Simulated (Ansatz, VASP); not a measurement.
## Two plane-wave programs on MgO

File POSCAR:

```
MgO
1.0
    0.0000000000      2.0970013927      2.0970013927
    2.0970013927      0.0000000000      2.0970013927
    2.0970013927      2.0970013927      0.0000000000
Mg O
1 1
Direct
    0.0000000000      0.0000000000      0.0000000000
    0.5000000000      0.5000000000      0.5000000000
```

File INCAR.step1:

```
ALGO     = Normal         # electronic algorithm
EDIFF    = 1E-4           # SCF threshold, eV
ENCUT    = 600            # plane-wave cutoff, eV
GGA      = PE             # functional
ISMEAR   = 0              # smearing method
LASPH    = T              # aspherical terms in the spheres
LCHARG   = F              # write CHGCAR
LREAL    = F              # projectors in reciprocal space
LWAVE    = T              # write WAVECAR
NELM     = 60             # most SCF steps
PREC     = Accurate       # precision mode
SIGMA    = 0.02           # smearing width, eV
```

File INCAR.step2:

```
ALGO     = Normal         # electronic algorithm
EDIFF    = 1E-7           # SCF threshold, eV
EDIFFG   = -0.005         # ionic threshold
ENCUT    = 600            # plane-wave cutoff, eV
IBRION   = 2              # ionic algorithm
ISIF     = 3              # what is computed and relaxed
ISMEAR   = 0              # smearing method
ISTART   = 1            
LASPH    = T              # aspherical terms in the spheres
LCHARG   = F              # write CHGCAR
LMIXTAU  = T            
LREAL    = F              # projectors in reciprocal space
LWAVE    = F              # write WAVECAR
METAGGA  = R2SCAN         # meta-GGA
NELM     = 60             # most SCF steps
NSW      = 100            # ionic steps
PREC     = Accurate       # precision mode
SIGMA    = 0.02           # smearing width, eV
```

File KPOINTS:

```
k-points
0
Gamma
  10 10 10
```

Input for Ansatz:

```yaml
crystal:
  lattice:
    - [0.0, 2.0970013927, 2.0970013927]
    - [2.0970013927, 0.0, 2.0970013927]
    - [2.0970013927, 2.0970013927, 0.0]
  atoms:
    - { symbol: Mg, position: [0.0, 0.0, 0.0] }
    - { symbol: O, position: [0.5, 0.5, 0.5] }
basis:
  ecutwfc: 500
kpoints:
  mp_grid: { grid: [10, 10, 10] }
hamiltonian:
  xc: r2scan
scf:
  occupations: { method: gaussian, width: 0.02 }
output:
  forces: true
  stress: true
  eigenvalues: true
  write_density: true
  write_potential: true
  elf: true
  volumetric_format: npy
relax:
  adjacent_minimum: "off"
  f_tol: 0.005
  max_steps: 80
  cell: { stress_tol: 0.05 }
```

Alike in both runs: task relaxation of cell and atoms; functional r2SCAN; k mesh 10 × 10 × 10; occupations gaussian, width 0.02 eV; no spin polarisation.

```csv
,VASP,Ansatz
version,VASP 6.6.1,Ansatz 0.2.0
potentials or method,"VASP PAW PBE potentials, release 64 (Mg, O), cutoff 600 eV","scalar-relativistic, plane waves, PAW"
valence electrons in the cell,8,16
```

|  | VASP | Ansatz | Ansatz less VASP |
| --- | --- | --- | --- |
| gap on the k mesh at the Fermi level, each at its own relaxed structure (eV) | 5.75 | 5.68 | -0.064 |
| relaxed volume (Å³/atom) | 9.21 | 9.29 | +0.078 |
| relaxed length of the cell vector where the two differ most in proportion (Å) | 2.965 | 2.973 | +0.0083 |

VASP's potentials were made for PBE, not for r2SCAN. VASP's potentials hold 8 valence electrons a cell and Ansatz's 16, so a difference there can come from the potentials and not from the codes.
